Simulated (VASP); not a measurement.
Input of a VASP 6.6.1 run:

The input INCAR:

```
SYSTEM = BP
PREC     = Accurate       ! precision mode
ENCUT    = 520            ! plane-wave cutoff, eV
EDIFF    = 1E-6           ! SCF threshold, eV
ISMEAR   = 0              ! smearing method
SIGMA    = 0.01           ! smearing width, eV
LREAL    = .FALSE.        ! projectors in reciprocal space
LASPH    = .TRUE.         ! aspherical terms in the spheres
NELM     = 80             ! most SCF steps
ALGO     = Normal         ! electronic algorithm
ISIF     = 2              ! what is computed and relaxed
LWAVE    = .FALSE.        ! write WAVECAR
LCHARG   = .FALSE.        ! write CHGCAR
GGA      = PE             ! functional
NBANDS   = 11             ! bands
```

File KPOINTS:

```
Automatic mesh
0
G
  6 6 6
  0 0 0
```

File POSCAR:

```
BP
1.0
    0.0000000000      2.2683156689      2.2229493555
    2.2683156689      0.0000000000      2.2229493555
    2.2683156689      2.2683156689      0.0000000000
B P
1 1
Direct
    0.0000000000      0.0000000000      0.0000000000
    0.2500000000      0.2500000000      0.2500000000
```

Potentials or basis: VASP PAW PBE potentials, release 64 (B, P).

Run with:

```bash
$ cat potpaw_PBE.64/B/POTCAR potpaw_PBE.64/P/POTCAR > POTCAR
$ mpirun -np 1 vasp_std > vasp.out
```

(1) Predict the pressure.

(2) Estimate the band gap on the k mesh.

## Answers

(1) 4.7 GPa.

(2) 1.01 eV, indirect (least direct gap 3.23 eV).

Caveat: the cell differs from its parent crystal (uniaxial z strain -2.0%).
